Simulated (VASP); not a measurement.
# Pd (Fm-3m) in VASP: notebook

The runs below take Pd through single point, with r2SCAN.

Program: VASP 6.6.1. These are calculated values, not measurements. Logs are shortened: lines on timing, memory, paths and dates and some standing lists are left out, and cuts for length are marked.

## (1) The cell of the first run

It takes space group Fm-3m (No. 225, cubic). The conventional cell has a = 3.912 Å, b = 3.912 Å, c = 3.912 Å, α = 90.00°, β = 90.00°, γ = 90.00°. Within 3.6 Å of Pd (site symmetry m-3m) lie 12 Pd at 2.77 Å.

## (2) Single point, r2SCAN

POSCAR reads:

```
Pd
1.0
    0.0000000000      1.9558504376      1.9558504376
    1.9558504376      0.0000000000      1.9558504376
    1.9558504376      1.9558504376      0.0000000000
Pd
1
Direct
    0.0000000000      0.0000000000      0.0000000000
```

INCAR.step1 reads:

```
ALGO     = Normal         # electronic algorithm
EDIFF    = 1E-4           # SCF threshold, eV
ENCUT    = 520            # plane-wave cutoff, eV
GGA      = PE             # functional
ISMEAR   = 0              # smearing method
LASPH    = True           # aspherical terms in the spheres
LCHARG   = False          # write CHGCAR
LREAL    = False          # projectors in reciprocal space
LWAVE    = True           # write WAVECAR
NBANDS   = 11             # bands
NELM     = 100            # most SCF steps
PREC     = Accurate       # precision mode
SIGMA    = 1.0            # smearing width, eV
```

INCAR.step2 reads:

```
ALGO     = Normal         # electronic algorithm
EDIFF    = 1E-6           # SCF threshold, eV
ENCUT    = 520            # plane-wave cutoff, eV
ISIF     = 2              # what is computed and relaxed
ISMEAR   = 0              # smearing method
ISTART   = 1            
LASPH    = True           # aspherical terms in the spheres
LCHARG   = False          # write CHGCAR
LMIXTAU  = True         
LREAL    = False          # projectors in reciprocal space
LWAVE    = False          # write WAVECAR
METAGGA  = R2SCAN         # meta-GGA
NBANDS   = 11             # bands
NELM     = 100            # most SCF steps
PREC     = Accurate       # precision mode
SIGMA    = 1.0            # smearing width, eV
```

KPOINTS reads:

```
k-points
0
Gamma
  14 14 14
```

Potentials or basis: VASP PAW PBE potentials, release 64 (Pd).

The run is started by

```bash
cat potpaw_PBE.64/Pd/POTCAR > POTCAR
cp INCAR.step1 INCAR
mpirun -np 1 vasp_std > vasp.out
cp INCAR.step2 INCAR
mpirun -np 1 vasp_std > vasp.out
```

OUTCAR:

```text
EDIFF = 1E-6
   ENCUT = 520
   ISIF = 2
   ISMEAR = 0
   ISTART = 1
   LASPH = True
   LREAL = False
   METAGGA = R2SCAN
   NELM = 100
   PREC = Accurate

 ion  position               nearest neighbor table
   1  0.000  0.000  0.000-

  LATTYP: Found a face centered cubic cell.
 ALAT       =     3.9117008752

  Lattice vectors:

 A1 = (   0.0000000000,   1.9558504376,   1.9558504376)
 A2 = (   1.9558504376,   0.0000000000,   1.9558504376)
 A3 = (   1.9558504376,   1.9558504376,   0.0000000000)

Analysis of symmetry for initial positions (statically):
=====================================================================
 Subroutine PRICEL returns:
 Original cell was already a primitive cell.

 Routine SETGRP: Setting up the symmetry group for a
 face centered cubic supercell.

 Subroutine GETGRP returns: Found 48 space group operations
 (whereof 48 operations were pure point group operations)
 out of a pool of 48 trial point group operations.

The static configuration has the point symmetry O_h .

Analysis of symmetry for dynamics (positions and initial velocities):
=====================================================================
 Subroutine PRICEL returns:
 Original cell was already a primitive cell.

 Routine SETGRP: Setting up the symmetry group for a
 face centered cubic supercell.

 Subroutine GETGRP returns: Found 48 space group operations
 (whereof 48 operations were pure point group operations)
 out of a pool of 48 trial point group operations.

The dynamic configuration has the point symmetry O_h .

 Subroutine INISYM returns: Found 48 space group operations
 (whereof 48 operations are pure point group operations),
 and found     1 'primitive' translations

----------------------------------------------------------------------------------------

                                     Primitive cell

  volume of cell :      14.9636

  direct lattice vectors                    reciprocal lattice vectors
     0.000000000  1.955850438  1.955850438    -0.255643269  0.255643269  0.255643269
     1.955850438  0.000000000  1.955850438     0.255643269 -0.255643269  0.255643269
     1.955850438  1.955850438  0.000000000     0.255643269  0.255643269 -0.255643269

  length of vectors
     2.765990215  2.765990215  2.765990215     0.442787131  0.442787131  0.442787131

  position of ions in fractional coordinates (direct lattice)
     0.000000000  0.000000000  0.000000000

  ion indices of the primitive-cell ions
   primitive index   ion index
                 1           1

----------------------------------------------------------------------------------------

 KPOINTS: k-points

Automatic generation of k-mesh.
 Grid dimensions read from file:
 generate k-points for:   14   14   14

 Generating k-lattice:

  Cartesian coordinates                     Fractional coordinates (reciprocal lattice)
    -0.018260234  0.018260234  0.018260234     0.071428571  0.000000000  0.000000000
     0.018260234 -0.018260234  0.018260234     0.000000000  0.071428571  0.000000000
     0.018260234  0.018260234 -0.018260234     0.000000000  0.000000000  0.071428571

  Length of vectors
     0.031627652  0.031627652  0.031627652

  Shift w.r.t. Gamma in fractional coordinates (k-lattice)
     0.000000000  0.000000000  0.000000000

 Subroutine IBZKPT returns following result:
 ===========================================

 Found    104 irreducible k-points:

 Following reciprocal coordinates:
            Coordinates               Weight
  0.000000  0.000000  0.000000      1.000000
  0.071429  0.000000  0.000000      8.000000
  0.142857  0.000000  0.000000      8.000000
  0.214286  0.000000  0.000000      8.000000
  0.285714  0.000000  0.000000      8.000000
  0.357143  0.000000  0.000000      8.000000
[... 16 lines left out ...]
  0.214286  0.142857  0.000000     24.000000
  0.285714  0.142857  0.000000     24.000000
 [... further k-points ...]
   k-points           NKPTS =    104   k-points in BZ     NKDIM =    104   number of bands    NBANDS=     11
   number of dos      NEDOS =    301   number of ions     NIONS =      1
   total plane-waves  NPLWV =  13824
   dimension x,y,z NGX =    24 NGY =   24 NGZ =   24
   dimension x,y,z NGXF=    48 NGYF=   48 NGZF=   48
   ions per type =               1
   NGX,Y,Z   is equivalent  to a cutoff of  14.42, 14.42, 14.42 a.u.
   NGXF,Y,Z  is equivalent  to a cutoff of  28.85, 28.85, 28.85 a.u.
 SYSTEM =  unknown system
   PREC   = accura    normal or accurate (medium, high low for compatibility)
   ISTART =      1    job   : 0-new  1-cont  2-samecut
   ICHARG =      0    charge: 1-file 2-atom 10-const
   ISPIN  =      1    spin polarized calculation?
   LNONCOLLINEAR =      F non collinear calculations
   LSORBIT =      F    spin-orbit coupling
   LASPH  =      T    aspherical Exc in radial PAW
   ENCUT  =  520.0 eV  38.22 Ry    6.18 a.u.   5.14  5.14  5.14*2*pi/ulx,y,z
   NELM   =    100;   NELMIN=  2; NELMDL=  0     # of ELM steps
   EDIFF  = 0.1E-05   stopping-criterion for ELM
   LREAL  =      F    real-space projection
   EDIFFG = 0.1E-04   stopping-criterion for IOM
   NSW    =      0    number of steps for IOM
   IBRION =     -1    ionic relax: 0-MD 1-quasi-New 2-CG
   NFREE  =      0    steps in history (QN), initial steepest desc. (CG)
   ISIF   =      2    stress and relaxation
   ISYM   =      2    0-nonsym 1-usesym 2-fastsym
   POTIM  = 0.5000    time-step for ionic-motion
   TEBEG  =    0.0;   TEEND  =   0.0 temperature during run
   PSTRESS=    0.0 pullay stress
   NELECT =      10.0000    total number of electrons
   NUPDOWN=      -1.0000    fix difference up-down
   EMIN   =  10.00;   EMAX   =-10.00  energy-range for DOS
   EFERMI =   0.00;   METHOD = LEGACY
   ISMEAR =     0;   SIGMA  =   1.00  broadening in eV -4-tet -1-fermi 0-gaus
   EFERMI_NEDOS =   21; number of points for ismear=-14 and -15
   IALGO  =     38    algorithm
   IMIX   =      4    mixing-type and parameters
     AMIX     =   0.40;   BMIX     =  1.00
     AMIX_MAG =   1.60;   BMIX_MAG =  1.00
  volume/ion in A,a.u.               =      14.96       100.98
  Fermi-wavevector in a.u.,A,eV,Ry     =   1.431295  2.704756 27.872973  2.048606
  Thomas-Fermi vector in A             =   2.551047
   LORBIT       =      0    0 simple, 1 ext, 2 COOP (PROOUT), +10 PAW based schemes
   METAGGA = R2SCAN    functional components
   LHFCALC =     F    Hartree Fock is set to
   AEXX    =    0.0000 exact exchange contribution
   IVDW    =     0    specifies the selected vdW correction
   LEPSILON=     F    determine dielectric tensor
   LRPA    =     F    only Hartree local field effects (RPA)
 non-spin polarized calculation
 Gauss-broadening in eV      SIGMA  =   1.00
  energy-cutoff  :      520.00
  volume of cell :       14.96
 maximum number of plane-waves:       415
 NGX is ok and might be reduce to    24
   NGX = 11   NGY = 11   NGZ = 11

 number of electron       9.9999998 magnetization

 Free energy of the ion-electron system (eV)
  ---------------------------------------------------
  ext. energy  EPLUGINS =         0.00000000
  ---------------------------------------------------
  free energy    TOTEN  =       -23.27382108 eV

  energy without entropy =      -22.76085040  energy(sigma->0) =      -23.01733574

 E-fermi :   9.6617     XC(G=0): -14.0403

 val. band max:        9.6500050094   @ k =  -0.2857   0.5000   0.2143
 cond. band min:       9.8265590072   @ k =   0.3571   0.3571   0.0000
 fundamental gap:      0.1765539978
 Fermi energy:         9.6616930483

 k-point     1 :       0.0000    0.0000    0.0000
  band No.  band energies     occupation
      1       2.2837      2.00000
      2       6.5017      1.99999
      3       6.5017      1.99999
      4       6.5017      1.99999
      5       8.0777      1.97492
      6       8.0777      1.97492
      7      27.3863      0.00000
      8      31.7708      0.00000
      9      32.2853      0.00000
     10      32.2853      0.00000
     11      32.2853      0.00000

 k-point     2 :       0.0714    0.0000    0.0000
  band No.  band energies     occupation
      1       2.4729      2.00000
      2       6.4373      1.99999
      3       6.5660      1.99999
      4       6.5660      1.99999
      5       8.0483      1.97749
      6       8.0483      1.97749
      7      27.5702      0.00000
      8      31.0575      0.00000
      9      31.8012      0.00000
     10      32.4914      0.00000
     11      32.4914      0.00000

 k-point     3 :       0.1429    0.0000    0.0000
  band No.  band energies     occupation
      1       3.0007      2.00000
      2       6.3045      2.00000
      3       6.7136      1.99997
      4       6.7136      1.99997
      5       8.0098      1.98052
      6       8.0098      1.98052
      7      27.7165      0.00000
      8      29.0620      0.00000
      9      31.7908      0.00000
     10      33.0470      0.00000
     11      33.0470      0.00000

 k-point     4 :       0.2143    0.0000    0.0000
  band No.  band energies     occupation
      1       3.6901      2.00000
      2       6.3253      2.00000
      3       6.8028      1.99995
      4       6.8028      1.99995
      5       8.1085      1.97194
      6       8.1085      1.97194
      7      25.8021      0.00000
      8      28.6112      0.00000
      9      31.7850      0.00000
     10      33.7024      0.00000
     11      33.7024      0.00000

 k-point     5 :       0.2857    0.0000    0.0000
  band No.  band energies     occupation
      1       4.1273      2.00000
      2       6.7345      1.99997
      3       6.7345      1.99997
      4       6.9451      1.99988
      5       8.4313      1.91815
      6       8.4313      1.91815
      7      23.1073      0.00000
      8      28.1687      0.00000
      9      31.7815      0.00000
     10      33.6846      0.00000
     11      33.6846      0.00000
[... 211 lines left out ...]
 k-point    21 :      -0.0714    0.0714    0.0000
  band No.  band energies     occupation
      1       2.7776      2.00000
      2       6.3140      2.00000
      3       6.6561      1.99998
      4       6.6993      1.99997
      5       7.9072      1.98691
      6       8.1196      1.97080
      7      27.8141      0.00000
      8      29.9820      0.00000
      9      31.7953      0.00000
     10      31.9461      0.00000
     11      33.2490      0.00000

 k-point    22 :       0.1429    0.1429    0.0000
  band No.  band energies     occupation
      1       3.2427      2.00000
      2       6.0003      2.00000
      3       6.9490      1.99988
      4       6.9490      1.99988
      5       7.6037      1.99639
      6       8.2852      1.94842
      7      28.3572      0.00000
      8      30.1127      0.00000
      9      31.1653      0.00000
     10      31.1653      0.00000
     11      31.7890      0.00000

 k-point    23 :       0.2143    0.1429    0.0000
  band No.  band energies     occupation
      1       3.7968      2.00000
      2       5.7899      2.00000
      3       7.0374      1.99979
      4       7.1526      1.99961
      5       7.6480      1.99560
      6       8.4103      1.92323
      7      27.9233      0.00000
      8      29.0038      0.00000
      9      30.5056      0.00000
     10      31.5150      0.00000
     11      31.7683      0.00000

 k-point    24 :       0.2857    0.1429    0.0000
  band No.  band energies     occupation
      1       4.3926      2.00000
      2       5.7486      2.00000
      3       6.7931      1.99995
      4       7.2248      1.99943
      5       8.2996      1.94592
      6       8.6624      1.84242
      7      25.3498      0.00000
      8      28.7867      0.00000
      9      29.9313      0.00000
     10      31.6418      0.00000
     11      32.0470      0.00000

 [... further k-points ...]

------------------------ aborting loop because EDIFF is reached ----------------------------------------

  FORCE on cell =-STRESS in cart. coord.  units (eV):
  Direction    XX          YY          ZZ          XY          YZ          ZX
  --------------------------------------------------------------------------------------
  -------------------------------------------------------------------------------------
  Total        0.2470998      0.2470998      0.2470998      0.0000000     -0.0000000      0.0000000
  in kB       26.4573354     26.4573354     26.4573354      0.0000000     -0.0000000      0.0000000
  external PRESSURE =      26.4573354 kB  Pullay stress =       0.0000000 kB

 VOLUME and BASIS-vectors are now :
 -----------------------------------------------------------------------------
  energy-cutoff  :      520.00
  volume of cell :       14.96
      direct lattice vectors                 reciprocal lattice vectors
     0.000000000  1.955850438  1.955850438    -0.255643269  0.255643269  0.255643269
     1.955850438  0.000000000  1.955850438     0.255643269 -0.255643269  0.255643269
     1.955850438  1.955850438  0.000000000     0.255643269  0.255643269 -0.255643269

 POSITION                                       TOTAL-FORCE (eV/Angst)
 -----------------------------------------------------------------------------------
      0.00000      0.00000      0.00000         0.000000      0.000000      0.000000
 -----------------------------------------------------------------------------------
    total drift:                               -0.000000     -0.000000     -0.000000

  FREE ENERGIE OF THE ION-ELECTRON SYSTEM (eV)
  ---------------------------------------------------
  free  energy   TOTEN  =       -23.2738210801 eV

  energy  without entropy=      -22.7608503998  energy(sigma->0) =      -23.01733574
```

Wall time 24 s (1 thread of Intel Xeon 6975P-C (Granite Rapids), shared host); peak memory 0.15 GiB.

What came out:

```
Free energy            : -23.2738 eV
Pressure               : 2.6 GPa
Band gap on the k mesh : zero (bands 5 and 6 overlap by 1.64 eV)
```

Caveat: so wide a smearing shifts energies and pressures; the PAW data sets were made with another functional, which shifts forces and pressure a little.

## (3) Single point, r2SCAN

POSCAR is that of step 2.

INCAR.step1 reads:

```
SYSTEM = Pd
ALGO = Normal
EDIFF = 1E-4
ENCUT = 520
GGA = PE
ISMEAR = 1
LASPH = .TRUE.
LCHARG = .FALSE.
LREAL = .FALSE.
LWAVE = .TRUE.
NBANDS = 11
NELM = 80
PREC = Accurate
SIGMA = 0.01
```

INCAR.step2 reads:

```
SYSTEM = Pd
ALGO = Normal
EDIFF = 1E-7
ENCUT = 520
ISIF = 2
ISMEAR = 1
ISTART = 1
LASPH = .TRUE.
LCHARG = .TRUE.
LELF = .TRUE.
LMIXTAU = .TRUE.
LREAL = .FALSE.
LVHAR = .TRUE.
LWAVE = .FALSE.
METAGGA = R2SCAN
NBANDS = 11
NELM = 80
PREC = Accurate
SIGMA = 0.01
```

KPOINTS reads:

```
k-points
0
G
  14 14 14
  0 0 0
```

Potentials or basis: VASP PAW PBE potentials, release 64 (Pd).

The run is started by

```bash
cat potpaw_PBE.64/Pd/POTCAR > POTCAR
cp INCAR.step1 INCAR
mpirun -np 1 vasp_std > vasp.out
cp INCAR.step2 INCAR
mpirun -np 1 vasp_std > vasp.out
```

It took 27 s on 1 thread of Intel Xeon 6975P-C (Granite Rapids), shared host; peak memory 0.15 GiB.

The run converged. Its results:

* Free energy: -22.9353 eV
* Pressure: 0.4 GPa
* Band gap on the k mesh: zero (bands 5 and 6 overlap by 1.65 eV)

Levels at points of the mesh, in eV from the Fermi level:
```csv
k point,band 3,band 4,band 5,band 6,band 7,band 8
"(0.00, 0.00, 0.00)",-2.85,-2.85,-1.28,-1.28,18.00,22.55
"(0.50, 0.00, 0.00)",-2.92,-0.04,-0.04,1.31,7.59,17.39
"(0.50, 0.50, 0.00)",-0.10,0.30,0.30,3.65,11.15,13.83
```

Caveat: the PAW data sets were made with another functional, which shifts forces and pressure a little.

The gap in the log of VASP goes by the Fermi energy; the results here count the filled bands.